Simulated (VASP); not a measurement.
Write the native input for VASP 6.6.1 that does the following.

```yaml
Task: single point
Functional: PBE
Potentials_or_basis: VASP PAW PBE potentials, release 64 (W_sv, Au_sv_GW, N)
Cutoff: 700 eV
k_mesh: 3 × 3 × 4
Occupations: gaussian, width 0.15 eV
Spin: no spin polarisation
Dipole_correction: no
Further_INCAR_settings: ALGO = Normal; EDIFF = 1e-06; NBANDS = 40
```

The structure of W2AuN3 lies in POSCAR:

```
W2AuN3
1.0
    2.7090153436     -4.6982670396      0.0044418144
    2.7090153436      4.6982670396      0.0044418144
   -0.0599565198      0.0000000000      2.7819570647
W Au N
2 1 3
Direct
    0.6665448644      0.3334551356      0.0000000000
    0.3334551356      0.6665448644      0.0000000000
    0.0000000000      0.0000000000      0.0000000000
    0.0000000000      0.5000000000      0.5000000000
    0.5000000000      0.0000000000      0.5000000000
    0.5000000000      0.5000000000      0.5000000000
```

The cell was generated, and may not be a known phase.

The input as run:

INCAR

```
SYSTEM = W2AuN3
  ALGO = Normal
  EDIFF = 1E-6
  ENCUT = 700
  GGA = PE
  GGA_COMPAT = .False.
  ISIF = 2
  ISMEAR = 0
  LASPH = .True.
  LCHARG = .False.
  LREAL = .False.
  LWAVE = .False.
  NBANDS = 40
  NELM = 120
  PREC = Accurate
  SIGMA = 0.15
```

KPOINTS

```
k-points
0
Gamma
  3 3 4
  0 0 0
```

Potentials or basis: VASP PAW PBE potentials, release 64 (W_sv, Au_sv_GW, N).

Launch:

```sh
$ cat potpaw_PBE.64/W_sv/POTCAR potpaw_PBE.64/Au_sv_GW/POTCAR potpaw_PBE.64/N/POTCAR > POTCAR
$ mpirun -np 1 vasp_std > vasp.out
```

It gave:

| Item | Value |
| --- | --- |
| Pressure | 0.4 GPa |
| Largest force | 0.018 eV/Å |
| Band gap on the k mesh | zero (bands 31 and 32 overlap by 0.39 eV) |

Caveat: the k points lie up to 0.56 Å⁻¹ apart; spin-orbit coupling is left out, which moves the levels of the heavy elements.

It took 76 s on 1 thread of AMD EPYC 7R43 64-Core Processor (Zen 3) (shared host), peak memory 0.22 GiB.
